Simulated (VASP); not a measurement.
# BN (zinc blende type) (F-43m) in VASP: settings compared

The runs below take BN (zinc blende type) through single point, with PBE, r2SCAN.

All numbers are computed with VASP 6.6.1; they aren't measurements. Logs are shortened: lines on timing, memory, paths and dates and some standing lists are left out, and cuts for length are marked.

## 1. The cell of the first run

It takes space group F-43m (No. 216, cubic). The conventional cell has a = 3.630 Å, b = 3.630 Å, c = 3.630 Å, α = 90.00°, β = 90.00°, γ = 90.00°. B (site symmetry -43m) has 4 N at 1.57 Å within 2.1 Å. N (site symmetry -43m) has 4 B at 1.57 Å within 2.1 Å.

## 2. Single point, PBE

INCAR

```
SYSTEM = BN
  PREC = Accurate
  ENCUT = 520
  EDIFF = 1E-6
  ISMEAR = -1
  SIGMA = 0.02
  LREAL = .FALSE.
  LASPH = .TRUE.
  NELM = 100
  ALGO = Normal
  ISIF = 2
  LWAVE = .FALSE.
  LCHARG = .FALSE.
  GGA = PE
  NBANDS = 11
```

KPOINTS

```
Automatic mesh
0
G
  6 6 6
  0 0 0
```

POSCAR

```
BN
1.0
    0.0000000000      1.8150000000      1.8150000000
    1.8150000000      0.0000000000      1.8150000000
    1.8150000000      1.8150000000      0.0000000000
B N
1 1
Direct
    0.0000000000      0.0000000000      0.0000000000
    0.2500000000      0.2500000000      0.2500000000
```

Potentials or basis: VASP PAW PBE potentials, release 64 (B, N).

The run is started by

```console
> cat potpaw_PBE.64/B/POTCAR potpaw_PBE.64/N/POTCAR > POTCAR
> mpirun -np 1 vasp_std > vasp.out
```

OUTCAR:

```text
SYSTEM = BN
   PREC = Accurate
   ENCUT = 520
   EDIFF = 1E-6
   ISMEAR = -1
   LREAL = .FALSE.
   LASPH = .TRUE.
   NELM = 100
   ISIF = 2
   GGA = PE

 ion  position               nearest neighbor table
   1  0.000  0.000  0.000-   2 1.57   2 1.57   2 1.57   2 1.57
   2  0.250  0.250  0.250-   1 1.57   1 1.57   1 1.57   1 1.57

  LATTYP: Found a face centered cubic cell.
 ALAT       =     3.6300000000

  Lattice vectors:

 A1 = (   0.0000000000,   1.8150000000,   1.8150000000)
 A2 = (   1.8150000000,   0.0000000000,   1.8150000000)
 A3 = (   1.8150000000,   1.8150000000,   0.0000000000)

Analysis of symmetry for initial positions (statically):
=====================================================================
 Subroutine PRICEL returns:
 Original cell was already a primitive cell.

 Routine SETGRP: Setting up the symmetry group for a
 face centered cubic supercell.

 Subroutine GETGRP returns: Found 24 space group operations
 (whereof 24 operations were pure point group operations)
 out of a pool of 48 trial point group operations.

The static configuration has the point symmetry T_d .

Analysis of symmetry for dynamics (positions and initial velocities):
=====================================================================
 Subroutine PRICEL returns:
 Original cell was already a primitive cell.

 Routine SETGRP: Setting up the symmetry group for a
 face centered cubic supercell.

 Subroutine GETGRP returns: Found 24 space group operations
 (whereof 24 operations were pure point group operations)
 out of a pool of 48 trial point group operations.

The dynamic configuration has the point symmetry T_d .

 Subroutine INISYM returns: Found 24 space group operations
 (whereof 24 operations are pure point group operations),
 and found     1 'primitive' translations

----------------------------------------------------------------------------------------

                                     Primitive cell

  volume of cell :      11.9580

  direct lattice vectors                    reciprocal lattice vectors
     0.000000000  1.815000000  1.815000000    -0.275482094  0.275482094  0.275482094
     1.815000000  0.000000000  1.815000000     0.275482094 -0.275482094  0.275482094
     1.815000000  1.815000000  0.000000000     0.275482094  0.275482094 -0.275482094

  length of vectors
     2.566797616  2.566797616  2.566797616     0.477148983  0.477148983  0.477148983

  position of ions in fractional coordinates (direct lattice)
     0.000000000  0.000000000  0.000000000
     0.250000000  0.250000000  0.250000000

  ion indices of the primitive-cell ions
   primitive index   ion index
                 1           1
                 2           2

----------------------------------------------------------------------------------------

 KPOINTS: Automatic mesh

Automatic generation of k-mesh.
 Grid dimensions read from file:
 generate k-points for:    6    6    6

 Generating k-lattice:

  Cartesian coordinates                     Fractional coordinates (reciprocal lattice)
    -0.045913682  0.045913682  0.045913682     0.166666667  0.000000000  0.000000000
     0.045913682 -0.045913682  0.045913682     0.000000000  0.166666667  0.000000000
     0.045913682  0.045913682 -0.045913682     0.000000000  0.000000000  0.166666667

  Length of vectors
     0.079524830  0.079524830  0.079524830

  Shift w.r.t. Gamma in fractional coordinates (k-lattice)
     0.000000000  0.000000000  0.000000000

 Subroutine IBZKPT returns following result:
 ===========================================

 Found     16 irreducible k-points:

 Following reciprocal coordinates:
            Coordinates               Weight
  0.000000  0.000000  0.000000      1.000000
  0.166667  0.000000  0.000000      8.000000
  0.333333  0.000000  0.000000      8.000000
  0.500000  0.000000  0.000000      4.000000
  0.166667  0.166667  0.000000      6.000000
  0.333333  0.166667  0.000000     24.000000
[... 8 lines left out ...]
 -0.333333  0.333333  0.166667     24.000000
 -0.333333  0.500000  0.166667     12.000000
   k-points           NKPTS =     16   k-points in BZ     NKDIM =     16   number of bands    NBANDS=     11
   number of dos      NEDOS =    301   number of ions     NIONS =      2
   total plane-waves  NPLWV =   8000
   dimension x,y,z NGX =    20 NGY =   20 NGZ =   20
   dimension x,y,z NGXF=    40 NGYF=   40 NGZF=   40
   ions per type =               1   1
   NGX,Y,Z   is equivalent  to a cutoff of  12.95, 12.95, 12.95 a.u.
   NGXF,Y,Z  is equivalent  to a cutoff of  25.91, 25.91, 25.91 a.u.
 SYSTEM =  BN
   PREC   = accura    normal or accurate (medium, high low for compatibility)
   ISTART =      0    job   : 0-new  1-cont  2-samecut
   ICHARG =      2    charge: 1-file 2-atom 10-const
   ISPIN  =      1    spin polarized calculation?
   LNONCOLLINEAR =      F non collinear calculations
   LSORBIT =      F    spin-orbit coupling
   LASPH  =      T    aspherical Exc in radial PAW
   ENCUT  =  520.0 eV  38.22 Ry    6.18 a.u.   4.77  4.77  4.77*2*pi/ulx,y,z
   NELM   =    100;   NELMIN=  2; NELMDL= -5     # of ELM steps
   EDIFF  = 0.1E-05   stopping-criterion for ELM
   LREAL  =      F    real-space projection
   EDIFFG = 0.1E-04   stopping-criterion for IOM
   NSW    =      0    number of steps for IOM
   IBRION =     -1    ionic relax: 0-MD 1-quasi-New 2-CG
   NFREE  =      0    steps in history (QN), initial steepest desc. (CG)
   ISIF   =      2    stress and relaxation
   ISYM   =      2    0-nonsym 1-usesym 2-fastsym
   POTIM  = 0.5000    time-step for ionic-motion
   TEBEG  =    0.0;   TEEND  =   0.0 temperature during run
   PSTRESS=    0.0 pullay stress
   NELECT =       8.0000    total number of electrons
   NUPDOWN=      -1.0000    fix difference up-down
   EMIN   =  10.00;   EMAX   =-10.00  energy-range for DOS
   EFERMI =   0.00;   METHOD = LEGACY
   ISMEAR =    -1;   SIGMA  =   0.02  broadening in eV -4-tet -1-fermi 0-gaus
   EFERMI_NEDOS =   21; number of points for ismear=-14 and -15
   IALGO  =     38    algorithm
   IMIX   =      4    mixing-type and parameters
     AMIX     =   0.40;   BMIX     =  1.00
     AMIX_MAG =   1.60;   BMIX_MAG =  1.00
  volume/ion in A,a.u.               =       5.98        40.35
  Fermi-wavevector in a.u.,A,eV,Ry     =   1.431808  2.705725 27.892963  2.050075
  Thomas-Fermi vector in A             =   2.551504
   LORBIT       =      0    0 simple, 1 ext, 2 COOP (PROOUT), +10 PAW based schemes
   GGA     = PE    functional components
   LHFCALC =     F    Hartree Fock is set to
   AEXX    =    0.0000 exact exchange contribution
   IVDW    =     0    specifies the selected vdW correction
   LEPSILON=     F    determine dielectric tensor
   LRPA    =     F    only Hartree local field effects (RPA)
 non-spin polarized calculation
  energy-cutoff  :      520.00
  volume of cell :       11.96
 maximum number of plane-waves:       332
   NGX =  9   NGY =  9   NGZ =  9

 number of electron       7.9999999 magnetization

 Free energy of the ion-electron system (eV)
  ---------------------------------------------------
  ext. energy  EPLUGINS =         0.00000000
  ---------------------------------------------------
  free energy    TOTEN  =       -17.44691835 eV

  energy without entropy =      -17.44691835  energy(sigma->0) =      -17.44691835

 E-fermi :   7.6615     XC(G=0): -12.7600

 val. band max:        7.2535800501   @ k =   0.0000   0.0000   0.0000
 cond. band min:      11.6977058141   @ k =   0.5000   0.5000   0.0000
 fundamental gap:      4.4441257640
 Fermi energy:         7.6615067076

 k-point     1 :       0.0000    0.0000    0.0000
  band No.  band energies     occupation
      1     -12.8377      2.00000
      2       7.2536      2.00000
      3       7.2536      2.00000
      4       7.2536      2.00000
      5      16.0121      0.00000
      6      16.0121      0.00000
      7      16.0121      0.00000
      8      17.4010      0.00000
      9      31.7709      0.00000
     10      34.8687      0.00000
     11      34.8687      0.00000

 k-point     2 :       0.1667    0.0000    0.0000
  band No.  band energies     occupation
      1     -12.1746      2.00000
      2       4.2666      2.00000
      3       6.6412      2.00000
      4       6.6412      2.00000
      5      16.4888      0.00000
      6      16.9117      0.00000
      7      16.9117      0.00000
      8      19.3166      0.00000
      9      31.0830      0.00000
     10      31.1389      0.00000
     11      31.1389      0.00000

 k-point     3 :       0.3333    0.0000    0.0000
  band No.  band energies     occupation
      1     -10.3335      2.00000
      2      -0.5412      2.00000
      3       5.7115      2.00000
      4       5.7115      2.00000
      5      17.0139      0.00000
      6      17.8290      0.00000
      7      17.8290      0.00000
      8      21.6411      0.00000
      9      30.3117      0.00000
     10      31.5111      0.00000
     11      31.5111      0.00000

 k-point     4 :       0.5000    0.0000    0.0000
  band No.  band energies     occupation
      1      -8.6791      2.00000
      2      -3.3244      2.00000
      3       5.3362      2.00000
      4       5.3362      2.00000
      5      17.2357      0.00000
      6      17.8888      0.00000
      7      17.8888      0.00000
      8      22.3825      0.00000
      9      30.5322      0.00000
     10      33.7834      0.00000
     11      33.9717      0.00000
[... 127 lines left out ...]
 k-point    14 :       0.5000    0.3333    0.1667
  band No.  band energies     occupation
      1      -8.8660      2.00000
      2      -0.1266      2.00000
      3       1.8747      2.00000
      4       3.7564      2.00000
      5      15.9681      0.00000
      6      19.0695      0.00000
      7      20.2312      0.00000
      8      22.6596      0.00000
      9      26.7775      0.00000
     10      32.6313      0.00000
     11      35.2895      0.00000

 k-point    15 :      -0.3333    0.3333    0.1667
  band No.  band energies     occupation
      1      -7.5554      2.00000
      2      -1.6073      2.00000
      3       1.2534      2.00000
      4       2.8153      2.00000
      5      16.6930      0.00000
      6      18.9395      0.00000
      7      22.0158      0.00000
      8      23.4707      0.00000
      9      25.2485      0.00000
     10      32.7379      0.00000
     11      35.1418      0.00000

 k-point    16 :      -0.3333    0.5000    0.1667
  band No.  band energies     occupation
      1      -7.1077      2.00000
      2      -0.8651      2.00000
      3       1.1328      2.00000
      4       1.1828      2.00000
      5      14.9778      0.00000
      6      19.1696      0.00000
      7      22.1757      0.00000
      8      23.8682      0.00000
      9      26.6389      0.00000
     10      32.9002      0.00000
     11      37.2486      0.00000

------------------------ aborting loop because EDIFF is reached ----------------------------------------

  FORCE on cell =-STRESS in cart. coord.  units (eV):
  Direction    XX          YY          ZZ          XY          YZ          ZX
  --------------------------------------------------------------------------------------
  -------------------------------------------------------------------------------------
  Total       -0.1009054     -0.1009054     -0.1009054      0.0000000      0.0000000     -0.0000000
  in kB      -13.5196376    -13.5196376    -13.5196376      0.0000000      0.0000000     -0.0000000
  external PRESSURE =     -13.5196376 kB  Pullay stress =       0.0000000 kB

 VOLUME and BASIS-vectors are now :
 -----------------------------------------------------------------------------
  energy-cutoff  :      520.00
  volume of cell :       11.96
      direct lattice vectors                 reciprocal lattice vectors
     0.000000000  1.815000000  1.815000000    -0.275482094  0.275482094  0.275482094
     1.815000000  0.000000000  1.815000000     0.275482094 -0.275482094  0.275482094
     1.815000000  1.815000000  0.000000000     0.275482094  0.275482094 -0.275482094

 POSITION                                       TOTAL-FORCE (eV/Angst)
 -----------------------------------------------------------------------------------
      0.00000      0.00000      0.00000        -0.000000     -0.000000     -0.000000
      0.90750      0.90750      0.90750         0.000000      0.000000      0.000000
 -----------------------------------------------------------------------------------
    total drift:                                0.000000      0.000000      0.000000

  FREE ENERGIE OF THE ION-ELECTRON SYSTEM (eV)
  ---------------------------------------------------
  free  energy   TOTEN  =       -17.4469183527 eV

  energy  without entropy=      -17.4469183527  energy(sigma->0) =      -17.44691835
```

It took 2.1 s on 1 thread of Intel Xeon Platinum 8488C (Sapphire Rapids), shared host; peak memory 0.11 GiB.

What came out:

```yaml
Free_energy: -17.4469 eV
Pressure: -1.4 GPa
Band_gap_on_the_k_mesh: 4.44 eV, indirect (least direct gap 8.76 eV)
```

Caveat: the k points lie up to 0.50 Å⁻¹ apart. A k mesh can miss the band edges.

## 3. Single point, PBE

INCAR

```
SYSTEM = BN
PREC     = Accurate       ! precision mode
ENCUT    = 520            ! plane-wave cutoff, eV
EDIFF    = 1E-7           ! SCF threshold, eV
ISMEAR   = -1             ! smearing method
SIGMA    = 0.1            ! smearing width, eV
LREAL    = .FALSE.        ! projectors in reciprocal space
LASPH    = .TRUE.         ! aspherical terms in the spheres
NELM     = 100            ! most SCF steps
ALGO     = Normal         ! electronic algorithm
ISIF     = 2              ! what is computed and relaxed
LWAVE    = .FALSE.        ! write WAVECAR
LCHARG   = .FALSE.        ! write CHGCAR
GGA      = PE             ! functional
NBANDS   = 11             ! bands
```

KPOINTS

```
regular mesh
0
G
  8 8 8
  0 0 0
```

POSCAR is that of step 2.

Potentials or basis: VASP PAW PBE potentials, release 64 (B, N).

The run is started by

```console
> cat potpaw_PBE.64/B/POTCAR potpaw_PBE.64/N/POTCAR > POTCAR
> mpirun -np 1 vasp_std > vasp.out
```

Run time: 3.2 s. Hardware: 1 thread of Intel Xeon Platinum 8488C (Sapphire Rapids), shared host; peak memory 0.12 GiB.

It converged, with:

* Free energy: -17.4506 eV
* Pressure: -1.4 GPa
* Band gap on the k mesh: 4.45 eV, indirect (least direct gap 8.76 eV)

Levels at points of the mesh, in eV from the valence-band top:
| k point | band 2 | band 3 | band 4 | band 5 | band 6 | band 7 |
| --- | --- | --- | --- | --- | --- | --- |
| (0.00, 0.00, 0.00) | 0.00 | 0.00 | 0.00 | 8.76 | 8.76 | 8.76 |
| (0.50, 0.00, 0.00) | -10.58 | -1.92 | -1.92 | 9.98 | 10.64 | 10.64 |
| (0.50, 0.50, 0.00) | -8.84 | -4.84 | -4.84 | 4.45 | 9.16 | 17.73 |

## 4. Single point, r2SCAN

POSCAR is that of step 3.

INCAR.step1

```
SYSTEM = BN
  PREC = Accurate
  ENCUT = 520
  ISMEAR = -1
  SIGMA = 0.02
  LREAL = .FALSE.
  LASPH = .TRUE.
  NELM = 60
  NBANDS = 11
  GGA = PE
  ALGO = Normal
  EDIFF = 1E-4
  LWAVE = .TRUE.
  LCHARG = .FALSE.
```

INCAR.step2

```
SYSTEM = BN
  PREC = Accurate
  ENCUT = 520
  EDIFF = 1E-7
  ISMEAR = -1
  SIGMA = 0.02
  LREAL = .FALSE.
  LASPH = .TRUE.
  NELM = 60
  ALGO = Normal
  ISIF = 2
  LWAVE = .FALSE.
  LCHARG = .FALSE.
  METAGGA = R2SCAN
  LMIXTAU = .TRUE.
  NBANDS = 11
  ISTART = 1
```

KPOINTS

```
regular mesh
0
G
  6 6 6
  0 0 0
```

The run is started by

```console
> cat potpaw_PBE.64/B/POTCAR potpaw_PBE.64/N/POTCAR > POTCAR
> cp INCAR.step1 INCAR
> mpirun -np 1 vasp_std > vasp.out
> cp INCAR.step2 INCAR
> mpirun -np 1 vasp_std > vasp.out
```

Run time: 9.8 s. Hardware: 1 thread of Intel Xeon Platinum 8488C (Sapphire Rapids), shared host; peak memory 0.12 GiB.

It converged, with:

- Free energy: -19.1654 eV
- Pressure: -5.3 GPa
- Band gap on the k mesh: 4.96 eV, indirect (least direct gap 9.46 eV)

Levels at points of the mesh, in eV from the valence-band top:
```csv
k point,band 2,band 3,band 4,band 5,band 6,band 7
"(0.00, 0.00, 0.00)",0.00,0.00,0.00,9.46,9.46,9.46
"(0.50, 0.00, 0.00)",-10.97,-1.99,-1.99,10.62,11.40,11.40
"(0.50, 0.50, 0.00)",-9.24,-5.04,-5.04,4.96,9.74,19.06
```

Caveat: the k points lie up to 0.50 Å⁻¹ apart; the PAW data sets were made with another functional, which shifts forces and pressure a little.

## 5. The runs side by side

```csv
level,k mesh,smearing,gap on the mesh (eV),pressure (GPa)
PBE,6 × 6 × 6,fermi-dirac 0.02 eV,4.44,-1.4
PBE,8 × 8 × 8,fermi-dirac 0.1 eV,4.45,-1.4
r2SCAN,6 × 6 × 6,fermi-dirac 0.02 eV,4.96,-5.3
```

Alike in all rows: task single point; potentials or basis VASP PAW PBE potentials, release 64 (B, N); no spin polarisation; cell as given; cutoff (eV) 520.

Caveats: some runs use coarse meshes; the PAW data sets were made with another functional, which shifts forces and pressure a little (some runs).

Absolute energies hang on the potentials; compare differences alone.
